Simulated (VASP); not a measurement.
Write the native input for VASP 6.6.1 that does the following.

* Task: single point
* Functional: PBE
* Potentials or basis: VASP PAW PBE potentials, release 64 (Zn, Au)
* Cutoff: 520 eV
* k mesh: 12 × 12 × 12
* Occupations: gaussian, width 0.1 eV
* Spin: no spin polarisation
* Dipole correction: no
* Further INCAR settings: ALGO = Normal; EDIFF = 1e-06; NBANDS = 18

The structure of ZnAu lies in POSCAR:

```
ZnAu
1.0
    3.2444625900      0.0000000000      0.0000000000
    0.0000000000      3.1972575900      0.0000000000
    0.0000000000      0.0000000000      3.2444625900
Zn Au
1 1
Direct
    0.5000000000      0.4682237051      0.5000000000
    0.0000000000      0.0317762949      0.0000000000
```

This cell differs from its parent crystal: strained and its atoms moved.

One way to write it, as run:

INCAR

```
SYSTEM = ZnAu
  ALGO = Normal
  EDIFF = 1E-6
  ENCUT = 520
  GGA = PE
  ISIF = 2
  ISMEAR = 0
  LASPH = .True.
  LCHARG = .False.
  LREAL = .False.
  LWAVE = .False.
  NBANDS = 18
  NELM = 60
  PREC = Accurate
  SIGMA = 0.1
```

KPOINTS

```
k-points
0
Gamma
  12 12 12
  0 0 0
```

Potentials or basis: VASP PAW PBE potentials, release 64 (Zn, Au).

Run with:

```sh
$ cat potpaw_PBE.64/Zn/POTCAR potpaw_PBE.64/Au/POTCAR > POTCAR
$ mpirun -np 1 vasp_std > vasp.out
```

It gave:

| Property | Result |
| --- | --- |
| Pressure | -2.5 GPa |
| Largest force | 0.455 eV/Å |
| Band gap on the k mesh | zero (an odd number of electrons rules out a gap without spin polarisation) |

Caveat: the cell differs from its parent crystal (strained and its atoms moved); spin-orbit coupling is left out, which moves the levels of the heavy elements.

It took 57 s on 1 thread of Oxide Virtual Turin-like Processor, with other jobs on the host, peak memory 0.21 GiB.
